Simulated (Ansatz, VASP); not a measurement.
## TiO2 in VASP and in Ansatz

```
Ti O
1.0
     4.59675    0.00000    0.00000
     0.00000    4.59675    0.00000
     0.00000    0.00000    2.95367
Ti O
2 4
Direct
  0.00000 0.00000 0.00000
  0.50000 0.50000 0.50000
  0.30461 0.30461 0.00000
  0.19539 0.80461 0.50000
  0.69539 0.69539 0.00000
  0.80461 0.19539 0.50000
```

Alike in both runs: task single point; functional r2SCAN; k mesh 8 × 8 × 10; occupations gaussian, width 0.05 eV; no spin polarisation.

|  | VASP | Ansatz |
| --- | --- | --- |
| version | VASP 6.6.1 | Ansatz 0.2.0 |
| potentials or method | VASP PAW PBE potentials, release 64 (Ti_sv, O), cutoff 520 eV | scalar-relativistic, plane waves, PAW |
| valence electrons in the cell | 48 | 48 |

|  | VASP | Ansatz | Ansatz less VASP |
| --- | --- | --- | --- |
| gap on the k mesh at the Fermi level (eV) | 2.23 | 2.22 | -0.009 |
| least direct gap on the mesh (eV) | 2.23 | 2.22 | -0.009 |
| pressure (GPa) | 1.3 | 0.0 | -1.27 |
| traceless stress, the component that is largest in VASP (GPa) | 0.46 | 0.00 | -0.464 |
| rms of the force components (eV/Å) | 0.016 | 0.000 | -0.0158 |

VASP's potentials were made for PBE, not for r2SCAN. Atom by atom the forces differ by 0.016 eV/Å (rms over components).
